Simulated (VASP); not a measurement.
AlB17N18 (a cell with a defect): single point with PBE

The system is AlB17N18 (a cell with a defect).

```
Al B N
1.0
     7.62000    0.00000    0.00000
    -3.81000    6.59911    0.00000
     0.00000    0.00000    6.59800
Al B N
1 17 18
Direct
  0.11111 0.22222 0.25000
  0.11260 0.56318 0.25000
  0.11260 0.88276 0.25000
  0.45058 0.22073 0.25000
  0.45058 0.56318 0.25000
  0.44444 0.88889 0.25000
  0.77016 0.22073 0.25000
  0.77778 0.55556 0.25000
  0.77016 0.88276 0.25000
  0.22281 0.11052 0.75000
  0.22281 0.44563 0.75000
  0.22238 0.77785 0.75000
  0.55548 0.11096 0.75000
  0.55572 0.44453 0.75000
  0.55548 0.77785 0.75000
  0.88770 0.11052 0.75000
  0.88881 0.44453 0.75000
  0.88881 0.77761 0.75000
  0.11111 0.22222 0.75000
  0.11111 0.55563 0.75000
  0.11111 0.88882 0.75000
  0.44451 0.22222 0.75000
  0.44451 0.55563 0.75000
  0.44444 0.88889 0.75000
  0.77770 0.22222 0.75000
  0.77778 0.55556 0.75000
  0.77770 0.88882 0.75000
  0.23819 0.09515 0.25000
  0.23819 0.47637 0.25000
  0.22307 0.77820 0.25000
  0.55513 0.11027 0.25000
  0.55593 0.44463 0.25000
  0.55513 0.77820 0.25000
  0.85696 0.09515 0.25000
  0.88870 0.44463 0.25000
  0.88870 0.77740 0.25000
```

```
Program                : VASP 6.6.1
Task                   : single point
Functional             : PBE
Potentials or basis    : VASP PAW PBE potentials, release 64 (Al, B, N)
Cutoff                 : 520 eV
k mesh                 : 4 × 4 × 4
Occupations            : fermi-dirac, width 0.01 eV
Spin                   : no spin polarisation
Dipole correction      : no
Further INCAR settings : LREAL = Auto; ALGO = Normal; EDIFF = 1e-07; NBANDS = 96
```

```
Pressure               : 3.6 GPa
Largest force          : 0.032 eV/Å
Band gap on the k mesh : 4.11 eV
```

Forces on the atoms (eV/Å):
```
Al   0.000  0.000  0.000
B    0.005 -0.006  0.000
B   -0.003  0.007  0.000
B   -0.008 -0.001  0.000
B   -0.005 -0.006  0.000
B    0.000  0.000  0.000
B    0.008 -0.001  0.000
B    0.000  0.000  0.000
B    0.003  0.007  0.000
B   -0.001  0.000  0.000
B    0.000 -0.001  0.000
B   -0.001 -0.001  0.000
B    0.000  0.002  0.000
B    0.000  0.000  0.000
B    0.001 -0.001  0.000
B    0.001  0.000  0.000
B    0.000  0.000  0.000
B    0.000 -0.001  0.000
N    0.000  0.000  0.000
N   -0.001 -0.001  0.000
N   -0.001  0.000  0.000
N    0.000  0.001  0.000
N    0.001 -0.001  0.000
N    0.000  0.000  0.000
N    0.000  0.001  0.000
N    0.000  0.000  0.000
N    0.001  0.000  0.000
N    0.027 -0.016  0.000
N    0.000  0.032  0.000
N   -0.001 -0.001  0.000
N    0.000  0.001  0.000
N   -0.001 -0.001  0.000
N    0.001 -0.001  0.000
N   -0.027 -0.016  0.000
N    0.001 -0.001  0.000
N    0.000  0.001  0.000
```

Stress tensor (GPa, compression positive):
```
4.09 0.00 0.00
0.00 4.09 0.00
0.00 0.00 2.67
```

Levels at points of the mesh, in eV from the valence-band top:
```
           k point  band 70  band 71  band 72  band 73  band 74  band 75
(0.00, 0.00, 0.00)    -0.29    -0.10    -0.10     4.55     4.55     4.73
(0.50, 0.00, 0.00)    -0.49    -0.47    -0.27     4.11     4.85     4.90
(0.00, 0.00, 0.50)    -0.20     0.00     0.00     4.30     4.30     4.50
(0.50, 0.00, 0.50)    -0.97    -0.90    -0.52     4.41     4.76     5.03
```

Wall time 7.9 min on 1 thread of AMD EPYC 9R45 96-Core Processor (Zen 5), on a shared host, peak memory 0.53 GiB.
